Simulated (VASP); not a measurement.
# Te2Mo (P2_1/m) in VASP: settings compared, part 2 of 2

VASP 6.6.1.

### 4 Single point, RPBE+D3(BJ)

This run uses another cell than the first one, of 25.81 Å³/atom.

File INCAR:

```
SYSTEM = Te2Mo
ALGO     = Normal         ! electronic algorithm
EDIFF    = 1E-7           ! SCF threshold, eV
ENCUT    = 520            ! plane-wave cutoff, eV
GGA      = RP             ! functional
ISIF     = 2              ! what is computed and relaxed
ISMEAR   = -1             ! smearing method
IVDW     = 12             ! dispersion correction
LASPH    = .TRUE.         ! aspherical terms in the spheres
LCHARG   = .FALSE.        ! write CHGCAR
LREAL    = .FALSE.        ! projectors in reciprocal space
LWAVE    = .FALSE.        ! write WAVECAR
NBANDS   = 64             ! bands
NELM     = 80             ! most SCF steps
PREC     = Accurate       ! precision mode
SIGMA    = 0.05           ! smearing width, eV
```

File KPOINTS:

```
k-points
0
G
  4 8 2
  0 0 0
```

File POSCAR:

```
Te2Mo
1.0
    6.3719217515      0.0000000000      0.0000000000
    0.0000000000      3.4919741795      0.0000000000
   -0.9530650552      0.0000000000     13.9192001300
Te Mo
8 4
Direct
    0.9437000000      0.7500000000      0.6045000000
    0.0563000000      0.2500000000      0.3955000000
    0.9030000000      0.2500000000      0.8514000000
    0.0970000000      0.7500000000      0.1486000000
    0.4112000000      0.7500000000      0.8955000000
    0.5888000000      0.2500000000      0.1045000000
    0.4432000000      0.2500000000      0.6484000000
    0.5568000000      0.7500000000      0.3516000000
    0.8167000000      0.7500000000      0.9926000000
    0.1833000000      0.2500000000      0.0074000000
    0.6819000000      0.2500000000      0.4934000000
    0.3181000000      0.7500000000      0.5066000000
```

Potentials or basis: VASP PAW PBE potentials, release 64 (Te, Mo_sv).

On the command line:

```
$ cat potpaw_PBE.64/Te/POTCAR potpaw_PBE.64/Mo_sv/POTCAR > POTCAR
$ mpirun -np 1 vasp_std > vasp.out
```

OUTCAR:

```text
SYSTEM = Te2Mo
   EDIFF = 1E-7
   ENCUT = 520
   GGA = RP
   ISIF = 2
   ISMEAR = -1
   IVDW = 12
   LASPH = .TRUE.
   LREAL = .FALSE.
   NELM = 80
   PREC = Accurate
 IVDW          = 12

 ion  position               nearest neighbor table
   1  0.944  0.750  0.605-  11 2.81  11 2.81  12 2.83   2 3.51   2 3.51   7 3.65   7 3.65
   2  0.056  0.250  0.395-  12 2.81  12 2.81  11 2.83   1 3.51   1 3.51   8 3.65   8 3.65
   3  0.903  0.250  0.851-   9 2.72   9 2.72  10 2.72   5 3.68   5 3.68
   4  0.097  0.750  0.149-  10 2.72  10 2.72   9 2.72   6 3.68   6 3.68
[... 1852 lines left out ...]
 -----------------------------------------------------------------------------
  energy-cutoff  :      520.00
  volume of cell :      309.71
      direct lattice vectors                 reciprocal lattice vectors
     6.371921752  0.000000000  0.000000000     0.156938525  0.000000000  0.010745777
     0.000000000  3.491974180  0.000000000     0.000000000  0.286370961  0.000000000
    -0.953065055  0.000000000 13.919200130     0.000000000  0.000000000  0.071843209

 POSITION                                       TOTAL-FORCE (eV/Angst)
 -----------------------------------------------------------------------------------
      5.43705      2.61898      8.41416         0.055793     -0.000000     -1.049138
     -0.01820      0.87299      5.50504        -0.055793     -0.000000      1.049138
      4.94241      0.87299     11.85081        -0.037307     -0.000000      0.967120
      0.47645      2.61898      2.06839         0.037307      0.000000     -0.967120
      1.76666      2.61898     12.46464         0.079385      0.000000      1.078393
      3.65219      0.87299      1.45456        -0.079385     -0.000000     -1.078393
      2.20607      0.87299      9.02521         0.034425     -0.000000     -1.008913
      3.21279      2.61898      4.89399        -0.034425      0.000000      1.008913
      4.25794      2.61898     13.81620         0.324987     -0.000000      0.071911
      1.16092      0.87299      0.10300        -0.324987     -0.000000     -0.071911
      3.87477      0.87299      6.86773        -0.408511     -0.000000      0.069392
      1.54409      2.61898      7.05147         0.408511     -0.000000     -0.069392
 -----------------------------------------------------------------------------------
    total drift:                               -0.000000      0.000000     -0.000000

  FREE ENERGIE OF THE ION-ELECTRON SYSTEM (eV)
  ---------------------------------------------------
  free  energy   TOTEN  =       -97.8094966440 eV

  energy  without entropy=      -97.7746250348  energy(sigma->0) =      -97.79206084
```

OSZICAR:

```text
N       E                     dE             d eps       ncg     rms          rms(c)
DAV:   1     0.859883622192E+03    0.85988E+03   -0.53374E+04  4440   0.145E+03
DAV:   2    -0.121254141632E+02   -0.87201E+03   -0.84819E+03  4784   0.344E+02
DAV:   3    -0.668081224900E+02   -0.54683E+02   -0.53200E+02  4624   0.737E+01
[... 12 lines left out ...]
DAV:  16    -0.665710357597E+02   -0.95839E-05   -0.34080E-05  4840   0.167E-02    0.675E-02
DAV:  17    -0.665710374112E+02   -0.16515E-05   -0.42501E-06  4424   0.703E-03    0.409E-02
DAV:  18    -0.665710351561E+02    0.22551E-05   -0.13206E-05  4824   0.129E-02    0.651E-03
DAV:  19    -0.665710353196E+02   -0.16344E-06   -0.45421E-07  3992   0.212E-03    0.423E-03
DAV:  20    -0.665710350919E+02    0.22772E-06   -0.40727E-07  3608   0.235E-03    0.119E-03
DAV:  21    -0.665710350524E+02    0.39458E-07   -0.62734E-08  2424   0.870E-04
   1 F= -.97809497E+02 E0= -.97792061E+02  d E =-.348716E-01
```

Wall time 8.2 min (1 thread of AMD EPYC 9R45 (Zen 5), shared host); peak memory 0.62 GiB.

What came out:

* Free energy: -97.8095 eV
* Pressure: -18.8 GPa
* Largest force: 1.081 eV/Å
* Band gap on the k mesh: zero (bands 52 and 53 overlap by 0.16 eV)
* Dispersion energy per atom: -2.603 eV

Forces in eV/Å, atoms in the order of the input:
```
Te   0.056  0.000 -1.049
Te  -0.056  0.000  1.049
Te  -0.037  0.000  0.967
Te   0.037  0.000 -0.967
Te   0.079  0.000  1.078
Te  -0.079  0.000 -1.078
Te   0.034  0.000 -1.009
Te  -0.034  0.000  1.009
Mo   0.325  0.000  0.072
Mo  -0.325  0.000 -0.072
Mo  -0.409  0.000  0.069
Mo   0.409  0.000 -0.069
```

Stress tensor (GPa, compression positive):
```
-19.25   0.00   0.07
  0.00 -20.98   0.00
  0.07   0.00 -16.15
```

Levels at points of the mesh, in eV from the Fermi level:
```tsv
k point	band 48	band 49	band 50	band 51	band 52	band 53	band 54	band 55	band 56	band 57
(0.00, 0.00, 0.00)	-0.50	-0.42	-0.12	0.08	0.10	0.44	0.67	0.87	0.96	1.13
(0.50, 0.00, 0.00)	-0.87	-0.84	-0.81	-0.65	-0.57	-0.05	0.01	0.86	0.88	1.43
(0.00, 0.50, 0.00)	-1.69	-1.48	-1.48	-1.44	-1.44	1.02	1.02	1.15	1.15	1.22
(0.50, 0.50, 0.00)	-1.77	-1.04	-1.04	-0.96	-0.96	1.00	1.00	1.06	1.06	1.71
(0.00, 0.00, 0.50)	-0.63	-0.07	-0.04	-0.02	-0.02	0.46	0.56	0.89	0.95	1.48
(0.50, 0.00, 0.50)	-0.87	-0.84	-0.80	-0.64	-0.42	-0.01	0.04	0.82	0.90	1.34
(0.00, 0.50, 0.50)	-1.72	-1.52	-1.52	-1.44	-1.44	1.01	1.01	1.14	1.14	1.25
(0.50, 0.50, 0.50)	-1.77	-1.03	-1.03	-0.95	-0.95	1.01	1.01	1.03	1.03	1.63
```

Caveat: the cell stands under tension; the PAW data sets were made with another functional, which shifts forces and pressure a little; spin-orbit coupling is left out, which moves the levels of the heavy elements.

### 5 Single point, revPBE

This run uses another cell than the first one, of 25.30 Å³/atom.

File INCAR:

```
PREC     = Accurate       # precision mode
ENCUT    = 520            # plane-wave cutoff, eV
EDIFF    = 1E-6           # SCF threshold, eV
ISMEAR   = -1             # smearing method
SIGMA    = 0.05           # smearing width, eV
LREAL    = F              # projectors in reciprocal space
LASPH    = T              # aspherical terms in the spheres
NELM     = 60             # most SCF steps
ALGO     = Normal         # electronic algorithm
ISIF     = 2              # what is computed and relaxed
LWAVE    = F              # write WAVECAR
LCHARG   = F              # write CHGCAR
GGA      = RE             # functional
NBANDS   = 64             # bands
```

File KPOINTS:

```
Automatic mesh
0
Gamma
  4 8 2
```

POSCAR, as its differences from that of step 4:

```diff
@@ -2,5 +2,5 @@
 1.0
-    6.3719217515      0.0000000000      0.0000000000
-    0.0000000000      3.4919741795      0.0000000000
-   -0.9530650552      0.0000000000     13.9192001300
+    6.3300000000      0.0000000000      0.0000000000
+    0.0000000000      3.4690000000      0.0000000000
+   -0.9467947088      0.0000000000     13.8276237937
 Te Mo
```

Potentials or basis: VASP PAW PBE potentials, release 64 (Te, Mo_sv).

On the command line:

```
$ cat potpaw_PBE.64/Te/POTCAR potpaw_PBE.64/Mo_sv/POTCAR > POTCAR
$ mpirun -np 1 vasp_std > vasp.out
```

OUTCAR:

```text
PREC = Accurate
   ENCUT = 520
   EDIFF = 1E-6
   ISMEAR = -1
   LREAL = F
   LASPH = T
   NELM = 60
   ISIF = 2
   GGA = RE

 ion  position               nearest neighbor table
   1  0.944  0.750  0.605-  11 2.79  11 2.79  12 2.81   2 3.49   2 3.49   7 3.62   7 3.62
   2  0.056  0.250  0.395-  12 2.79  12 2.79  11 2.81   1 3.49   1 3.49   8 3.62   8 3.62
   3  0.903  0.250  0.851-   9 2.70   9 2.70  10 2.70   5 3.65   5 3.65   5 3.67   5 3.67
   4  0.097  0.750  0.149-  10 2.70  10 2.70   9 2.70   6 3.65   6 3.65   6 3.67   6 3.67
   5  0.411  0.750  0.895-  10 2.79  10 2.79   9 2.82   6 3.50   6 3.50   3 3.65   3 3.65   3 3.67
                             3 3.67
   6  0.589  0.250  0.105-   9 2.79   9 2.79  10 2.82   5 3.50   5 3.50   4 3.65   4 3.65   4 3.67
                             4 3.67
   7  0.443  0.250  0.648-  12 2.70  12 2.70  11 2.71   1 3.62   1 3.62
   8  0.557  0.750  0.352-  11 2.70  11 2.70  12 2.71   2 3.62   2 3.62
   9  0.817  0.750  0.993-   3 2.70   3 2.70   4 2.70   6 2.79   6 2.79   5 2.82  10 2.89  10 2.89

  10  0.183  0.250  0.007-   4 2.70   4 2.70   3 2.70   5 2.79   5 2.79   6 2.82   9 2.89   9 2.89

  11  0.682  0.250  0.493-   8 2.70   8 2.70   7 2.71   1 2.79   1 2.79   2 2.81  12 2.90  12 2.90

  12  0.318  0.750  0.507-   7 2.70   7 2.70   8 2.71   2 2.79   2 2.79   1 2.81  11 2.90  11 2.90

  LATTYP: Found a simple monoclinic cell.
 ALAT       =     6.3300000000
 B/A-ratio  =     0.5480252765
 C/A-ratio  =     2.1895734597
 COS(beta)  =    -0.0683113066

  Lattice vectors:

 A1 = (   6.3300000000,   0.0000000000,   0.0000000000)
 A2 = (   0.0000000000,   3.4690000000,   0.0000000000)
 A3 = (  -0.9467947088,   0.0000000000,  13.8276237937)

Analysis of symmetry for initial positions (statically):
=====================================================================
 Subroutine PRICEL returns:
 Original cell was already a primitive cell.

 Routine SETGRP: Setting up the symmetry group for a
 simple monoclinic supercell.

 Subroutine GETGRP returns: Found  4 space group operations
 (whereof  2 operations were pure point group operations)
 out of a pool of  4 trial point group operations.

The static configuration has the point symmetry S_2 .
 The point group associated with its full space group is C_2h.

Analysis of symmetry for dynamics (positions and initial velocities):
=====================================================================
 Subroutine PRICEL returns:
 Original cell was already a primitive cell.

 Routine SETGRP: Setting up the symmetry group for a
 simple monoclinic supercell.

 Subroutine GETGRP returns: Found  4 space group operations
 (whereof  2 operations were pure point group operations)
 out of a pool of  4 trial point group operations.

The dynamic configuration has the point symmetry S_2 .
 The point group associated with its full space group is C_2h.

 Subroutine INISYM returns: Found  4 space group operations
 (whereof  2 operations are pure point group operations),
 and found     1 'primitive' translations

----------------------------------------------------------------------------------------

                                     Primitive cell

  volume of cell :     303.6376

  direct lattice vectors                    reciprocal lattice vectors
     6.330000000  0.000000000  0.000000000     0.157977883  0.000000000  0.010816943
     0.000000000  3.469000000  0.000000000     0.000000000  0.288267512  0.000000000
[... 88 lines left out ...]
   number of dos      NEDOS =    301   number of ions     NIONS =     12
   total plane-waves  NPLWV = 145152
   dimension x,y,z NGX =    48 NGY =   28 NGZ =  108
   dimension x,y,z NGXF=    96 NGYF=   56 NGZF=  216
   ions per type =               8   4
   NGX,Y,Z   is equivalent  to a cutoff of  12.61, 13.42, 12.95 a.u.
   NGXF,Y,Z  is equivalent  to a cutoff of  25.21, 26.84, 25.91 a.u.
 SYSTEM =  unknown system
   PREC   = accura    normal or accurate (medium, high low for compatibility)
   ISTART =      0    job   : 0-new  1-cont  2-samecut
   ICHARG =      2    charge: 1-file 2-atom 10-const
   ISPIN  =      1    spin polarized calculation?
   LNONCOLLINEAR =      F non collinear calculations
   LSORBIT =      F    spin-orbit coupling
   LASPH  =      T    aspherical Exc in radial PAW
   ENCUT  =  520.0 eV  38.22 Ry    6.18 a.u.  11.77  6.45 25.77*2*pi/ulx,y,z
   NELM   =     60;   NELMIN=  2; NELMDL= -5     # of ELM steps
   EDIFF  = 0.1E-05   stopping-criterion for ELM
   LREAL  =      F    real-space projection
   EDIFFG = 0.1E-04   stopping-criterion for IOM
   NSW    =      0    number of steps for IOM
   IBRION =     -1    ionic relax: 0-MD 1-quasi-New 2-CG
   NFREE  =      0    steps in history (QN), initial steepest desc. (CG)
   ISIF   =      2    stress and relaxation
   ISYM   =      2    0-nonsym 1-usesym 2-fastsym
   POTIM  = 0.5000    time-step for ionic-motion
   TEBEG  =    0.0;   TEEND  =   0.0 temperature during run
   PSTRESS=    0.0 pullay stress
   NELECT =     104.0000    total number of electrons
   NUPDOWN=      -1.0000    fix difference up-down
   EMIN   =  10.00;   EMAX   =-10.00  energy-range for DOS
   EFERMI =   0.00;   METHOD = LEGACY
   ISMEAR =    -1;   SIGMA  =   0.05  broadening in eV -4-tet -1-fermi 0-gaus
   EFERMI_NEDOS =   21; number of points for ismear=-14 and -15
   IALGO  =     38    algorithm
   IMIX   =      4    mixing-type and parameters
     AMIX     =   0.40;   BMIX     =  1.00
     AMIX_MAG =   1.60;   BMIX_MAG =  1.00
  volume/ion in A,a.u.               =      25.30       170.75
  Fermi-wavevector in a.u.,A,eV,Ry     =   1.145427  2.164543 17.850885  1.312003
  Thomas-Fermi vector in A             =   2.282115
   LORBIT       =      0    0 simple, 1 ext, 2 COOP (PROOUT), +10 PAW based schemes
   GGA     = RE    functional components
   LHFCALC =     F    Hartree Fock is set to
   AEXX    =    0.0000 exact exchange contribution
   IVDW    =     0    specifies the selected vdW correction
   LEPSILON=     F    determine dielectric tensor
   LRPA    =     F    only Hartree local field effects (RPA)
 non-spin polarized calculation
  energy-cutoff  :      520.00
  volume of cell :      303.64
 maximum number of plane-waves:      8239
 NGX is ok and might be reduce to    48
   NGX = 23   NGY = 13   NGZ = 51

 number of electron     103.9999999 magnetization

 Free energy of the ion-electron system (eV)
  ---------------------------------------------------
  ext. energy  EPLUGINS =         0.00000000
  ---------------------------------------------------
  free energy    TOTEN  =       -67.31067493 eV

  energy without entropy =      -67.27584646  energy(sigma->0) =      -67.29326070

 E-fermi :   8.3078     XC(G=0): -10.2962

 val. band max:        8.3063487842   @ k =   0.0000   0.1250   0.0000
 cond. band min:       8.3084528785   @ k =   0.2500   0.1250   0.0000
 fundamental gap:      0.0021040943
 Fermi energy:         8.3077582450

 k-point     1 :       0.0000    0.0000    0.0000
  band No.  band energies     occupation
      1     -52.7864      2.00000
      2     -52.7617      2.00000
      3     -52.7295      2.00000
      4     -52.7034      2.00000
      5     -27.0411      2.00000
      6     -27.0195      2.00000
[... 1597 lines left out ...]
     63      10.6099      0.00000
     64      10.7435      0.00000

 [... further k-points ...]
[... 5 lines left out ...]
  --------------------------------------------------------------------------------------
  -------------------------------------------------------------------------------------
  Total        7.9028220      7.0050960      7.1738256      0.0000000      0.0000000      0.1690753
  in kB       41.7001117     36.9631614     37.8534816      0.0000000      0.0000000      0.8921447
  external PRESSURE =      38.8389182 kB  Pullay stress =       0.0000000 kB

 VOLUME and BASIS-vectors are now :
 -----------------------------------------------------------------------------
  energy-cutoff  :      520.00
  volume of cell :      303.64
      direct lattice vectors                 reciprocal lattice vectors
     6.330000000  0.000000000  0.000000000     0.157977883  0.000000000  0.010816943
     0.000000000  3.469000000  0.000000000     0.000000000  0.288267512  0.000000000
    -0.946794709  0.000000000 13.827623794     0.000000000  0.000000000  0.072319005

 POSITION                                       TOTAL-FORCE (eV/Angst)
 -----------------------------------------------------------------------------------
      5.40128      2.60175      8.35880         0.082511     -0.000000      0.115972
     -0.01808      0.86725      5.46883        -0.082511     -0.000000     -0.115972
      4.90989      0.86725     11.77284        -0.008521      0.000000     -0.219949
      0.47332      2.60175      2.05478         0.008521     -0.000000      0.219949
      1.75504      2.60175     12.38264         0.064528      0.000000     -0.076597
      3.62816      0.86725      1.44499        -0.064528     -0.000000      0.076597
      2.19155      0.86725      8.96583        -0.021222      0.000000      0.177350
      3.19165      2.60175      4.86179         0.021222     -0.000000     -0.177350
      4.22992      2.60175     13.72530         0.056402     -0.000000      0.023396
      1.15328      0.86725      0.10232        -0.056402     -0.000000     -0.023396
      3.84928      0.86725      6.82255        -0.147746     -0.000000      0.032603
      1.53393      2.60175      7.00507         0.147746     -0.000000     -0.032603
 -----------------------------------------------------------------------------------
    total drift:                               -0.000000      0.000000     -0.000000

  FREE ENERGIE OF THE ION-ELECTRON SYSTEM (eV)
  ---------------------------------------------------
  free  energy   TOTEN  =       -67.3106749342 eV

  energy  without entropy=      -67.2758464641  energy(sigma->0) =      -67.29326070
```

Run time: 15 min. Hardware: 1 thread of Intel Xeon Platinum 8259CL at 2.50GHz (Skylake/Cascade Lake), shared host; peak memory 0.65 GiB.

What came out:

```yaml
Free_energy: -67.3107 eV
Pressure: 3.9 GPa
Largest_force: 0.220 eV/Å
Band_gap_on_the_k_mesh: zero (bands 52 and 53 overlap by 0.19 eV)
```

Forces in eV/Å, atoms in the order of the input:
```
Te   0.083  0.000  0.116
Te  -0.083  0.000 -0.116
Te  -0.009  0.000 -0.220
Te   0.009  0.000  0.220
Te   0.065  0.000 -0.077
Te  -0.065  0.000  0.077
Te  -0.021  0.000  0.177
Te   0.021  0.000 -0.177
Mo   0.056  0.000  0.023
Mo  -0.056  0.000 -0.023
Mo  -0.148  0.000  0.033
Mo   0.148  0.000 -0.033
```

Stress tensor (GPa, compression positive):
```
4.17 0.00 0.09
0.00 3.70 0.00
0.09 0.00 3.79
```

Caveat: the cell stands under pressure; the PAW data sets were made with another functional, which shifts forces and pressure a little; spin-orbit coupling is left out, which moves the levels of the heavy elements.

### 6 The runs side by side

| level | potentials or basis | cell | gap on the mesh (eV) | pressure (GPa) | largest force (eV/Å) |
| --- | --- | --- | --- | --- | --- |
| LDA | VASP PAW LDA potentials, release 64 (Te, Mo_sv) | a = 6.297, b = 3.444, c = 13.313 Å, angles 90.0, 93.1, 90.0°, 12 atoms, atomic positions A | none | 0.2 | 0.06 |
| PBE+D3(BJ) | VASP PAW PBE potentials, release 64 (Te, Mo_sv) | a = 6.372, b = 3.492, c = 13.952 Å, angles 90.0, 93.9, 90.0°, 12 atoms, atomic positions B | none | -2.7 | 0.22 |
| RPBE+D3(BJ) | VASP PAW PBE potentials, release 64 (Te, Mo_sv) | a = 6.372, b = 3.492, c = 13.952 Å, angles 90.0, 93.9, 90.0°, 12 atoms, atomic positions B | none | -18.8 | 1.08 |
| revPBE | VASP PAW PBE potentials, release 64 (Te, Mo_sv) | a = 6.330, b = 3.469, c = 13.860 Å, angles 90.0, 93.9, 90.0°, 12 atoms, atomic positions B | none | 3.9 | 0.22 |

Alike in all rows: task single point; no spin polarisation; k mesh 4 × 8 × 2; cutoff (eV) 520; smearing fermi-dirac 0.05 eV.

Caveats: spin-orbit coupling is left out, which moves the levels of the heavy elements; the PAW data sets were made with another functional, which shifts forces and pressure a little (at least some runs); the cell stands under tension (at least some runs); the cell stands under pressure (at least some runs).

Total energies depend on the potentials used, so only differences within one code and one set of settings carry meaning.
